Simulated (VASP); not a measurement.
MoS2:

```
Mo S
1.0
     3.16900    0.00000    0.00000
    -1.58450    2.74444    0.00000
     0.00000    0.00000   12.32400
Mo S
2 4
Direct
  0.33333 0.66667 0.25000
  0.66667 0.33333 0.75000
  0.33333 0.66667 0.62300
  0.66667 0.33333 0.12300
  0.33333 0.66667 0.87700
  0.66667 0.33333 0.37700
```

Base run:

```yaml
Program: VASP 6.6.1
Functional: PBE
Potentials_or_basis: VASP PAW PBE potentials, release 64 (Mo_sv, S)
Cutoff: 520 eV
k_mesh: 7 × 7 × 2
Occupations: gaussian, width 0.15 eV
Spin: no spin polarisation
```

Its results: band gap on the k mesh 1.00 eV (least direct gap 2.05 eV); pressure 1.8 GPa; largest force 0.078 eV/Å.

Q: The run is repeated on the same cell with these changes: k mesh from 7 × 7 × 2 to 5 × 5 × 2. What comes out?

A: Band gap on the k mesh 0.94 eV (least direct gap 2.11 eV); pressure 1.9 GPa; largest force 0.071 eV/Å.

Caveats: some runs use coarse meshes; an odd mesh through Γ misses points on the zone boundary, where band edges can lie; this functional lacks dispersion, which binds the layers, so the pressure and a relaxed spacing across them are unreliable.
